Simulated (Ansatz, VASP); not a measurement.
## Two plane-wave programs on TaN

```
Ta N
1.0
     2.93800    0.00000    0.00000
    -1.46900    2.54438    0.00000
     0.00000    0.00000    2.88300
Ta N
1 1
Direct
  0.33333 0.66667 0.50000
  0.00000 0.00000 0.00000
```

Alike in both runs: task relaxation of cell and atoms; functional PBEsol; dispersion D3(BJ); k mesh 13 × 13 × 12; occupations fermi-dirac, width 0.1 eV; no spin polarisation.

|  | VASP | Ansatz |
| --- | --- | --- |
| version | VASP 6.6.1 | Ansatz 0.2.0 |
| potentials or method | VASP PAW PBE potentials, release 64 (Ta_pv, N), cutoff 600 eV | plane waves, PAW |
| valence electrons in the cell | 16 | 18 |

|  | VASP | Ansatz | Ansatz less VASP |
| --- | --- | --- | --- |
| relaxed volume (Å³/atom) | 10.44 | 10.42 | -0.021 |
| relaxed cell length with the largest relative difference (Å) | 2.856 | 2.854 | -0.0024 |

VASP's potentials were made for PBE, not for PBEsol. VASP's potentials hold 16 valence electrons a cell and Ansatz's 18, so a difference there can come from the potentials and not from the codes.

Spin-orbit coupling is off throughout.
